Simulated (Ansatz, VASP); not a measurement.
## AlNi3: VASP beside Ansatz

The input INCAR:

```
SYSTEM = AlNi3
ALGO = Fast ; EDIFF = 1E-6
ENCUT = 520 ; GGA = PS
ISIF = 2 ; ISMEAR = 0
LASPH = .TRUE. ; LCHARG = .FALSE.
LREAL = .FALSE. ; LWAVE = .FALSE.
NBANDS = 24 ; NELM = 100
PREC = Accurate ; SIGMA = 0.15
```

KPOINTS

```
k-points
0
G
  14 14 14
  0 0 0
```

POSCAR

```
AlNi3
1.0
    0.0000000000      2.7984078593      2.7984078593
    2.7984078593      0.0000000000      2.7984078593
    2.7984078593      2.7984078593      0.0000000000
Al Ni
1 3
Direct
    0.4463980922      0.4463980922      0.4777973628
    0.2500000000      0.2500000000      0.2500000000
    0.0000000000      0.0000000000      0.0000000000
    0.7500000000      0.7500000000      0.7500000000
```

Input for Ansatz:

```yaml
crystal:
  lattice:
    - [0.0, 2.7984078593, 2.7984078593]
    - [2.7984078593, 0.0, 2.7984078593]
    - [2.7984078593, 2.7984078593, 0.0]
  atoms:
    - { symbol: Al, position: [0.4463980922, 0.4463980922, 0.4777973628] }
    - { symbol: Ni, position: [0.25, 0.25, 0.25] }
    - { symbol: Ni, position: [0.0, 0.0, 0.0] }
    - { symbol: Ni, position: [0.75, 0.75, 0.75] }
basis:
  ecutwfc: 420
kpoints:
  mp_grid: { grid: [14, 14, 14] }
hamiltonian:
  xc: pbesol
scf:
  occupations: { method: gaussian, width: 0.15 }
output:
  forces: true
  stress: true
  eigenvalues: true
```

Alike in both runs: task single point; functional PBEsol; k mesh 14 × 14 × 14; occupations gaussian, width 0.15 eV; no spin polarisation.

```csv
,VASP,Ansatz
version,VASP 6.6.1,Ansatz 0.2.0
potentials or method,"VASP PAW PBE potentials, release 64 (Al, Ni), cutoff 520 eV","scalar-relativistic, plane waves, PAW"
valence electrons in the cell,33,57
```

|  | VASP | Ansatz | Ansatz less VASP |
| --- | --- | --- | --- |
| gap on the k mesh at the Fermi level (eV) | none | none | - |
| pressure (GPa) | 9.3 | 9.3 | -0.04 |
| traceless stress, the component that is largest in VASP (GPa) | 6.13 | 6.07 | -0.062 |
| rms of the force components (eV/Å) | 1.904 | 1.886 | -0.0180 |

VASP's potentials were made for PBE, not for PBEsol. Atom by atom the forces differ by 0.018 eV/Å (rms over components). A gap of «none» marks a metal or a gap that the smearing closes. VASP's potentials hold 33 valence electrons a cell and Ansatz's 57, so a difference there can come from the potentials and not from the codes.
